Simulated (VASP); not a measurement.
## PbS: single point with PBE

PbS:

```
CELL_PARAMETERS angstrom
0.00000 3.00385 3.00385
3.00385 0.00000 3.00385
3.00385 3.00385 0.00000
ATOMIC_POSITIONS crystal
Pb 0.00000 0.00000 0.00000
S 0.50000 0.50000 0.50000
```

| Item | Value |
| --- | --- |
| Program | VASP 6.6.1 |
| Task | single point |
| Functional | PBE |
| Potentials or basis | VASP PAW PBE potentials, release 64 (Pb_d, S) |
| Cutoff | 520 eV |
| k mesh | 8 × 8 × 8 |
| Occupations | fermi-dirac, width 0.02 eV |
| Spin | no spin polarisation |

```yaml
Pressure: 0.0 GPa
Band_gap_on_the_k_mesh: 0.50 eV, direct
```

Levels at points of the mesh, in eV from the valence-band top:
```tsv
k point	band 8	band 9	band 10	band 11	band 12	band 13
(0.00, 0.00, 0.00)	-1.95	-1.95	-1.95	5.14	5.14	5.14
(0.50, 0.00, 0.00)	-1.58	-1.58	0.00	0.50	2.08	2.08
(0.50, 0.50, 0.00)	-4.83	-3.16	-3.16	4.07	5.48	5.58
```

Wall time 17 s on 1 thread of Intel Xeon 6455B (shared host), peak memory 0.18 GiB.

Caveat: spin-orbit coupling is left out, which moves the levels of the heavy elements. A k mesh can miss the band edges.
